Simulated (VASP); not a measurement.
Wanted: the native input for a VASP 6.6.1 run.

```
Task                   : single point
Functional             : PBEsol
Potentials or basis    : VASP PAW PBE potentials, release 64 (Sn_d)
Cutoff                 : 500 eV
k mesh                 : 6 × 6 × 6
Occupations            : gaussian, width 0.05 eV
Spin                   : no spin polarisation
Dipole correction      : no
Further INCAR settings : ALGO = Normal; EDIFF = 1e-06; NBANDS = 21
```

The structure of Sn lies in POSCAR:

```
Sn
1.0
    0.0000000000      2.8774295660      2.8774295660
    2.8774295660      0.0000000000      2.8774295660
    2.8774295660      2.8774295660      0.0000000000
Sn
2
Direct
    0.0000000000      0.0000000000      0.0000000000
    0.2500000000      0.2500000000      0.2500000000
```

The input as run:

INCAR

```
SYSTEM = Sn
PREC     = Accurate       ! precision mode
ENCUT    = 500            ! plane-wave cutoff, eV
EDIFF    = 1E-6           ! SCF threshold, eV
ISMEAR   = 0              ! smearing method
SIGMA    = 0.05           ! smearing width, eV
LREAL    = .False.        ! projectors in reciprocal space
LASPH    = .True.         ! aspherical terms in the spheres
NELM     = 120            ! most SCF steps
ALGO     = Normal         ! electronic algorithm
ISIF     = 2              ! what is computed and relaxed
LWAVE    = .False.        ! write WAVECAR
LCHARG   = .False.        ! write CHGCAR
GGA      = PS             ! functional
NBANDS   = 21             ! bands
GGA_COMPAT= .False.
```

KPOINTS

```
Automatic mesh
0
Gamma
  6 6 6
  0 0 0
```

Potentials or basis: VASP PAW PBE potentials, release 64 (Sn_d).

Command:

```bash
$ cat potpaw_PBE.64/Sn_d/POTCAR > POTCAR
$ mpirun -np 1 vasp_std > vasp.out
```

It gave:

```
Pressure               : 39.9 GPa
Band gap on the k mesh : zero (band 14 reaches 10.33 eV, above the bottom of band 15 at 10.25 eV)
```

Caveat: the PAW data sets were made with another functional, which shifts forces and pressure a little; spin-orbit coupling is left out, which moves the levels of the heavy elements.

It took 16 s on 1 thread of Intel Xeon 6975P-C, on a shared host, peak memory 0.17 GiB.
